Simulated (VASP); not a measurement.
# TiN (Fm-3m) in VASP: a series of runs

TiN is run at these levels: PBEsol; tasks: vibrations by perturbation theory.

All numbers are computed with VASP 6.6.1; they aren't measurements. Logs are shortened: lines on timing, memory, paths and dates and some standing lists are left out, and cuts for length are marked.

## 1. The cell of the first run

The structure is cubic, space group Fm-3m (No. 225). Conventional cell: a = 4.162 Å, b = 4.162 Å, c = 4.162 Å, α = 90.00°, β = 90.00°, γ = 90.00°. Within 2.8 Å of Ti (site symmetry m-3m) lie 6 N at 2.08 Å. N (site symmetry m-3m) has 6 Ti at 2.08 Å within 2.8 Å.

## 2. Vibrations by perturbation theory, PBEsol (9.01 Å³/atom)

Input file INCAR:

```
PREC = Accurate ; ENCUT = 520
EDIFF = 1E-8 ; ISMEAR = -1
SIGMA = 0.05 ; LREAL = F
LASPH = T ; NELM = 80
ALGO = Normal ; ISIF = 2
LWAVE = F ; LCHARG = F
GGA = PS ; IBRION = 8
NSW = 1
```

Input file KPOINTS:

```
regular mesh
0
Gamma
  14 14 14
```

Input file POSCAR:

```
TiN
1.0
    0.0000000000      2.0808496395      2.0808496395
    2.0808496395      0.0000000000      2.0808496395
    2.0808496395      2.0808496395      0.0000000000
Ti N
1 1
Direct
    0.0000000000      0.0000000000      0.0000000000
    0.5000000000      0.5000000000      0.5000000000
```

Potentials or basis: VASP PAW PBE potentials, release 64 (Ti_sv, N).

The run is started by

```console
$ cat potpaw_PBE.64/Ti_sv/POTCAR potpaw_PBE.64/N/POTCAR > POTCAR
$ mpirun -np 1 vasp_std > vasp.out
```

OUTCAR:

```text
PREC = Accurate
   ENCUT = 520
   EDIFF = 1E-8
   ISMEAR = -1
   LREAL = F
   LASPH = T
   NELM = 80
   ISIF = 2
   GGA = PS
   IBRION = 8
   NSW = 1

 ion  position               nearest neighbor table
   1  0.000  0.000  0.000-   2 2.08   2 2.08   2 2.08   2 2.08   2 2.08   2 2.08
   2  0.500  0.500  0.500-   1 2.08   1 2.08   1 2.08   1 2.08   1 2.08   1 2.08

  LATTYP: Found a face centered cubic cell.
 ALAT       =     4.1616992790

  Lattice vectors:

 A1 = (   0.0000000000,   2.0808496395,   2.0808496395)
 A2 = (   2.0808496395,   0.0000000000,   2.0808496395)
 A3 = (   2.0808496395,   2.0808496395,   0.0000000000)

Analysis of symmetry for initial positions (statically):
=====================================================================
 Subroutine PRICEL returns:
 Original cell was already a primitive cell.

 Routine SETGRP: Setting up the symmetry group for a
 face centered cubic supercell.

 Subroutine GETGRP returns: Found 48 space group operations
 (whereof 48 operations were pure point group operations)
 out of a pool of 48 trial point group operations.

The static configuration has the point symmetry O_h .

Analysis of symmetry for dynamics (positions and initial velocities):
=====================================================================
 Subroutine PRICEL returns:
 Original cell was already a primitive cell.

 Routine SETGRP: Setting up the symmetry group for a
 face centered cubic supercell.

 Subroutine GETGRP returns: Found 48 space group operations
 (whereof 48 operations were pure point group operations)
 out of a pool of 48 trial point group operations.

The dynamic configuration has the point symmetry O_h .

 Subroutine INISYM returns: Found 48 space group operations
 (whereof 48 operations are pure point group operations),
 and found     1 'primitive' translations

----------------------------------------------------------------------------------------

                                     Primitive cell

  volume of cell :      18.0199

  direct lattice vectors                    reciprocal lattice vectors
     0.000000000  2.080849639  2.080849639    -0.240286463  0.240286463  0.240286463
     2.080849639  0.000000000  2.080849639     0.240286463 -0.240286463  0.240286463
     2.080849639  2.080849639  0.000000000     0.240286463  0.240286463 -0.240286463

  length of vectors
     2.942765781  2.942765781  2.942765781     0.416188362  0.416188362  0.416188362

  position of ions in fractional coordinates (direct lattice)
     0.000000000  0.000000000  0.000000000
     0.500000000  0.500000000  0.500000000

  ion indices of the primitive-cell ions
   primitive index   ion index
                 1           1
                 2           2

----------------------------------------------------------------------------------------

 KPOINTS: regular mesh

Automatic generation of k-mesh.
 Grid dimensions read from file:
 generate k-points for:   14   14   14

 Generating k-lattice:

  Cartesian coordinates                     Fractional coordinates (reciprocal lattice)
    -0.017163319  0.017163319  0.017163319     0.071428571  0.000000000  0.000000000
     0.017163319 -0.017163319  0.017163319     0.000000000  0.071428571  0.000000000
     0.017163319  0.017163319 -0.017163319     0.000000000  0.000000000  0.071428571

  Length of vectors
     0.029727740  0.029727740  0.029727740

  Shift w.r.t. Gamma in fractional coordinates (k-lattice)
     0.000000000  0.000000000  0.000000000

 Subroutine IBZKPT returns following result:
 ===========================================

 Found    104 irreducible k-points:

[... 81 lines left out ...]
   NGX = 11   NGY = 11   NGZ = 11

--------------------------------------- Ionic step        1  -------------------------------------------

 number of electron      16.9999998 magnetization

 Free energy of the ion-electron system (eV)
  ---------------------------------------------------
  ext. energy  EPLUGINS =         0.00000000
  ---------------------------------------------------
  free energy    TOTEN  =       -20.76278460 eV

  energy without entropy =      -20.75528710  energy(sigma->0) =      -20.75903585

 E-fermi :  12.1028     XC(G=0): -13.5414

 val. band max:       12.1007219697   @ k =  -0.0714   0.0714   0.0000
 cond. band min:      12.1250431371   @ k =   0.5000   0.2857   0.1429
 fundamental gap:      0.0243211674
 Fermi energy:        12.1027785672

 k-point     1 :       0.0000    0.0000    0.0000
  band No.  band energies     occupation
      1     -45.4280      2.00000
      2     -21.4607      2.00000
      3     -21.4607      2.00000
      4     -21.4607      2.00000
      5      -5.2900      2.00000
      6      10.0099      2.00000
      7      10.0099      2.00000
      8      10.0099      2.00000
      9      11.4145      2.00000
     10      11.4145      2.00000
     11      11.4145      2.00000
     12      12.7248      0.00001
[... 331 lines left out ...]
 k-point    24 :       0.2857    0.1429    0.0000
  band No.  band energies     occupation
      1     -45.3521      2.00000
      2     -21.8619      2.00000
      3     -21.5516      2.00000
      4     -21.5382      2.00000
      5      -4.0270      2.00000
      6       5.8971      2.00000
      7       7.7344      2.00000
      8       8.1325      2.00000
      9      11.1872      2.00000
     10      13.3085      0.00000
     11      13.7399      0.00000
     12      14.7315      0.00000

 [... further k-points ...]

------------------------ aborting loop because EDIFF is reached ----------------------------------------

  FORCE on cell =-STRESS in cart. coord.  units (eV):
  Direction    XX          YY          ZZ          XY          YZ          ZX
  --------------------------------------------------------------------------------------
  -------------------------------------------------------------------------------------
  Total        1.1540326      1.1540326      1.1540326     -0.0000000      0.0000000      0.0000000
  in kB      102.6068979    102.6068979    102.6068979     -0.0000000      0.0000000      0.0000000
  external PRESSURE =     102.6068979 kB  Pullay stress =       0.0000000 kB

 VOLUME and BASIS-vectors are now :
 -----------------------------------------------------------------------------
  energy-cutoff  :      520.00
  volume of cell :       18.02
      direct lattice vectors                 reciprocal lattice vectors
     0.000000000  2.080849639  2.080849639    -0.240286463  0.240286463  0.240286463
     2.080849639  0.000000000  2.080849639     0.240286463 -0.240286463  0.240286463
     2.080849639  2.080849639  0.000000000     0.240286463  0.240286463 -0.240286463

 POSITION                                       TOTAL-FORCE (eV/Angst)
 -----------------------------------------------------------------------------------
      0.00000      0.00000      0.00000         0.000000      0.000000      0.000000
      2.08085      2.08085      2.08085        -0.000000     -0.000000     -0.000000
 -----------------------------------------------------------------------------------
    total drift:                                0.000000     -0.000000     -0.000000

  FREE ENERGIE OF THE ION-ELECTRON SYSTEM (eV)
  ---------------------------------------------------
  free  energy   TOTEN  =       -20.7627845952 eV

  energy  without entropy=      -20.7552871029  energy(sigma->0) =      -20.75903585

[... ionic steps 2 to 3 ...]

--------------------------------------- Ionic step        4  -------------------------------------------

------------------------ aborting loop because EDIFF is reached ----------------------------------------

[... ionic steps 5 to 6 ...]

--------------------------------------- Ionic step        7  -------------------------------------------

 Free energy of the ion-electron system (eV)
  ---------------------------------------------------
  ---------------------------------------------------
  free energy    TOTEN  =        -0.23158613 eV

  energy without entropy =       -0.23158613

------------------------ aborting loop because EDIFF is reached ----------------------------------------

 INTERNAL STRAIN TENSOR  FOR ION    2  DIRECTION 1   (eV/Angst):
 -----------------------------------------------------------------------------
     0.02420 -0.00000  0.00000
    -0.00000 -0.01224  0.00000
     0.00000  0.00000 -0.01224

 INTERNAL STRAIN TENSOR FOR ION    2 for displacements in x,y,z  (eV/Angst):
          X           Y           Z          XY          YZ          ZX
  --------------------------------------------------------------------------------
  x     0.00000     0.00000     0.00000     0.00000     0.00000     0.00000
  y     0.00000     0.00000     0.00000     0.00000     0.00000     0.00000
  z     0.00000     0.00000     0.00000     0.00000     0.00000     0.00000

 SECOND DERIVATIVES (NOT SYMMETRIZED)
 ------------------------------------
               1X          1Y          1Z          2X          2Y          2Z
  1X   -12.938369    0.000000    0.000000   12.938369    0.000000    0.000000
  1Y     0.000000  -12.938369    0.000000    0.000000   12.938369    0.000000
  1Z     0.000000    0.000000  -12.938369    0.000000    0.000000   12.938369
  2X    12.936094    0.000000    0.000000  -12.936094    0.000000    0.000000
  2Y     0.000000   12.936094    0.000000    0.000000  -12.936094    0.000000
  2Z     0.000000    0.000000   12.936094    0.000000    0.000000  -12.936094

 Eigenvectors and eigenvalues of the dynamical matrix
 ----------------------------------------------------

   1 f  =   17.083742 THz   107.340317 2PiTHz  569.852298 cm-1    70.652649 meV
             X         Y         Z           dx          dy          dz
      0.000000  0.000000  0.000000     0.000000    0.475697    0.000000
      2.080850  2.080850  2.080850     0.000000   -0.879609    0.000000
[... 21 lines left out ...]
   6 f/i=    0.000629 THz     0.003950 2PiTHz    0.020972 cm-1     0.002600 meV
             X         Y         Z           dx          dy          dz
      0.000000  0.000000  0.000000     0.000000    0.000000    0.879609
      2.080850  2.080850  2.080850     0.000000    0.000000    0.475697

--------------------------------------------------------------------------------------------------------

 ELASTIC MODULI CONTR FROM IONIC RELAXATION (kBar)
 Direction    XX          YY          ZZ          XY          YZ          ZX
 --------------------------------------------------------------------------------
 XX           0.0000      0.0000      0.0000      0.0000      0.0000      0.0000
 YY           0.0000      0.0000      0.0000      0.0000      0.0000      0.0000
 ZZ           0.0000      0.0000      0.0000      0.0000      0.0000      0.0000
 XY           0.0000      0.0000      0.0000      0.0000      0.0000      0.0000
 YZ           0.0000      0.0000      0.0000      0.0000      0.0000      0.0000
 ZX           0.0000      0.0000      0.0000      0.0000      0.0000      0.0000
 --------------------------------------------------------------------------------
```

It took 3.8 min on 1 thread of Intel Xeon Platinum 8259CL at 2.50GHz (Skylake/Cascade Lake), shared host; peak memory 0.26 GiB.

What came out:

```yaml
Highest_phonon_frequency_at_Γ: 570 cm⁻¹
```

Phonon frequencies in cm⁻¹ (negative: imaginary):
| q point | frequencies |
| --- | --- |
| (0.000, 0.000, 0.000) | 0 0 0 570 570 570 |

Caveat: the cell stands under pressure or tension, which shifts response properties; the PAW data sets were made with another functional, which shifts forces and pressure a little.

(Part 1 of 2 ends here.)
